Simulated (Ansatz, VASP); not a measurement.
# ZnO: VASP beside Ansatz

The input POSCAR:

```
ZnO
1.0
    2.6882100000      0.0000000000      0.0000000000
    0.0000000000      2.6882100000      0.0000000000
    0.0000000000      0.0000000000      2.6882100000
Zn O
1 1
Direct
    0.0000000000      0.0000000000      0.0000000000
    0.5000000000      0.5000000000      0.5000000000
```

Contents of INCAR.step1:

```
SYSTEM = ZnO
ALGO = Normal
EDIFF = 1E-5
ENCUT = 520
GGA = PE
ISIF = 2
ISMEAR = -1
LASPH = .True.
LCHARG = .False.
LREAL = .False.
LWAVE = .True.
NBANDS = 16
NELM = 100
PREC = Accurate
SIGMA = 0.05
```

Contents of INCAR.step2:

```
SYSTEM = ZnO
AEXX = 0.25
ALGO = Normal
EDIFF = 1E-6
ENCUT = 520
GGA = PS
HFSCREEN = 0.207
ISIF = 2
ISMEAR = -1
ISTART = 1
LASPH = .True.
LCHARG = .False.
LHFCALC = .True.
LREAL = .False.
LWAVE = .False.
NBANDS = 16
NELM = 100
PREC = Accurate
PRECFOCK = Normal
SIGMA = 0.05
```

The input KPOINTS:

```
k-points
0
Gamma
  5 5 5
  0 0 0
```

The input input:

```
crystal:
  lattice:
    - [2.68821, 0.0, 0.0]
    - [0.0, 2.68821, 0.0]
    - [0.0, 0.0, 2.68821]
  atoms:
    - { symbol: Zn, position: [0.0, 0.0, 0.0] }
    - { symbol: O, position: [0.5, 0.5, 0.5] }
hamiltonian:
  xc:
    exchange: hjs_pbesol
    correlation: pbesol
    exx: { coeff: 0.25, omega: 0.207 }
  pseudopotentials: { kind: paw }
kpoints:
  mp_grid: { grid: [5, 5, 5] }
  band_path:
    path:
      - [[0.0, 0.0, 0.0], [0.0, 0.5, 0.0], [0.5, 0.5, 0.0], [0.0, 0.0, 0.0], [0.5, 0.5, 0.5], [0.0, 0.5, 0.0]]
      - [[0.5, 0.5, 0.0], [0.5, 0.5, 0.5]]
    npoints: 4
scf:
  occupations: { method: fermi_dirac, width: 0.05 }
  n_extra_bands: 6
output:
  forces: true
  stress: true
  eigenvalues: true
  fatbands: false
  write_density: true
  write_potential: true
  elf: true
  volumetric_format: npy
```

Alike in both runs: functional PBEsol-based screened hybrid with a share of 0.25 of exact exchange and HFSCREEN = 0.207; k mesh 5 × 5 × 5; occupations fermi-dirac, width 0.05 eV; no spin polarisation.

```csv
,VASP,Ansatz
version,VASP 6.6.1,Ansatz 0.2.0
potentials or method,"VASP PAW PBE potentials, release 64 (Zn, O)",Ansatz PAW
plane-wave cutoff (eV),520,420
valence electrons in the cell,18,18
task,single point,band structure
```

Ansatz gave:

| Quantity | Value |
| --- | --- |
| gap on the k mesh at the Fermi level (eV) | 0.56 |
| least direct gap on the mesh (eV) | 1.68 |
| pressure (GPa) | -13.5 |

Problem. What did VASP give for the same quantities?

Solution. gap on the k mesh at the Fermi level (eV): 0.52; least direct gap on the mesh (eV): 1.65; pressure (GPa): -12.6.

VASP's potentials were made for PBE, not for PBEsol-based screened hybrid.

The k mesh is coarse, so the values compare programs but aren't converged. Noted on Ansatz's run: the k mesh misses the band edges, so the gap on the mesh is wider than the one along the path.
